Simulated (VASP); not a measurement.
A run of VASP 6.6.1 is set up as follows.

Contents of INCAR:

```
PREC     = Accurate       # precision mode
ENCUT    = 520            # plane-wave cutoff, eV
EDIFF    = 1E-6           # SCF threshold, eV
ISMEAR   = -1             # smearing method
SIGMA    = 0.05           # smearing width, eV
LREAL    = False          # projectors in reciprocal space
LASPH    = True           # aspherical terms in the spheres
NELM     = 60             # most SCF steps
ALGO     = Normal         # electronic algorithm
ISIF     = 2              # what is computed and relaxed
LWAVE    = False          # write WAVECAR
LCHARG   = True           # write CHGCAR
GGA      = PS             # functional
LELF     = True           # ELF
LVHAR    = True         
NBANDS   = 9              # bands
```

File KPOINTS:

```
regular mesh
0
Gamma
  16 16 16
```

File POSCAR:

```
Se
1.0
    1.9991102292      1.1541865505      0.9156101395
   -1.9991102292      1.1541865505      0.9156101395
    0.0000000000     -2.3083741394      0.9156101395
Se
1
Direct
    0.0000000000      0.0000000000      0.0000000000
```

Potentials or basis: VASP PAW PBE potentials, release 64 (Se).

Run with:

```sh
$ cat potpaw_PBE.64/Se/POTCAR > POTCAR
$ mpirun -np 1 vasp_std > vasp.out
```

**Question.** Predict the pressure.

**Answer.** 94.2 GPa.

**Question.** Estimate the band gap on the k mesh.

**Answer.** Zero (band 3 reaches 19.24 eV, above the bottom of band 4 at 5.71 eV).

Stress tensor (GPa, compression positive):
```
94.49  0.00  0.00
 0.00 94.49  0.00
 0.00  0.00 93.55
```

Caveat: the PAW data sets were made with another functional, which shifts forces and pressure a little.
